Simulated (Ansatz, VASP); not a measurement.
## SiC: VASP beside Ansatz

```xyz
8
Lattice="-1.5282 2.6469 0.0000 0.0000 0.0000 5.0157 4.5846 2.6469 0.0000" Properties=species:S:1:pos:R:3 pbc="T T T"
Si    0.0000    1.7646    0.0005
Si    3.0564    1.7646    0.0005
Si    1.5282    0.8823    2.5083
Si    3.0564    3.5292    2.5083
C     0.0000    1.7646    1.8854
C     3.0564    1.7646    1.8854
C     1.5282    0.8823    4.3933
C     3.0564    3.5292    4.3933
```

Alike in both runs: task single point; functional LDA; k mesh 8 × 5 × 5; occupations fermi-dirac, width 0.02 eV; no spin polarisation.

```csv
,VASP,Ansatz
version,VASP 6.6.1,Ansatz 0.2.0
potentials or method,"VASP PAW LDA potentials, release 64 (Si, C)","PAW with Ansatz's default frozen-core files, scalar-relativistic"
plane-wave cutoff (eV),520,420
valence electrons in the cell,32,32
```

Ansatz gave:

| Property | Result |
| --- | --- |
| gap on the k mesh at the Fermi level (eV) | 2.19 |
| pressure (GPa) | 0.0 |

**Question.** Estimate VASP's values.

**Answer.** gap on the k mesh at the Fermi level (eV): 2.18; pressure (GPa): 0.4.

LDA's correlation is that of Perdew and Zunger in VASP and of Perdew and Wang (1992) in Ansatz.
